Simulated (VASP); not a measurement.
Set up this calculation in VASP 6.6.1, as the native input.

| Property | Result |
| --- | --- |
| Task | single point |
| Functional | PBEsol |
| Potentials or basis | VASP PAW PBE potentials, release 64 (Ni, Si) |
| Cutoff | 520 eV |
| k mesh | 14 × 14 × 14 |
| Occupations | fermi-dirac, width 0.08 eV |
| Spin | no spin polarisation |
| Dipole correction | no |
| Further INCAR settings | ALGO = Normal; EDIFF = 1e-06; NBANDS = 14 |

The structure of SiNi (rocksalt type) lies in POSCAR:

```
SiNi
1.0
    0.0000000000      2.0989772605      2.0989772605
    2.0989772605      0.0000000000      2.0989772605
    2.0989772605      2.0989772605      0.0000000000
Ni Si
1 1
Direct
    0.0000000000      0.0000000000      0.0000000000
    0.5000000000      0.5000000000      0.5000000000
```

The input as run:

INCAR

```
PREC     = Accurate       # precision mode
ENCUT    = 520            # plane-wave cutoff, eV
EDIFF    = 1E-6           # SCF threshold, eV
ISMEAR   = -1             # smearing method
SIGMA    = 0.08           # smearing width, eV
LREAL    = False          # projectors in reciprocal space
LASPH    = True           # aspherical terms in the spheres
NELM     = 60             # most SCF steps
ALGO     = Normal         # electronic algorithm
ISIF     = 2              # what is computed and relaxed
LWAVE    = False          # write WAVECAR
LCHARG   = False          # write CHGCAR
GGA      = PS             # functional
NBANDS   = 14             # bands
```

KPOINTS

```
Automatic mesh
0
Gamma
  14 14 14
```

Potentials or basis: VASP PAW PBE potentials, release 64 (Ni, Si).

Launch:

```console
$ cat potpaw_PBE.64/Ni/POTCAR potpaw_PBE.64/Si/POTCAR > POTCAR
$ mpirun -np 1 vasp_std > vasp.out
```

It gave:

- Pressure: 106.4 GPa
- Band gap on the k mesh: zero (bands 7 and 8 overlap by 7.29 eV)

Caveat: the cell stands under pressure; the PAW data sets were made with another functional, which shifts forces and pressure a little.

Wall time 30 s on 1 thread of Intel Xeon 8259CL (shared host), peak memory 0.16 GiB.
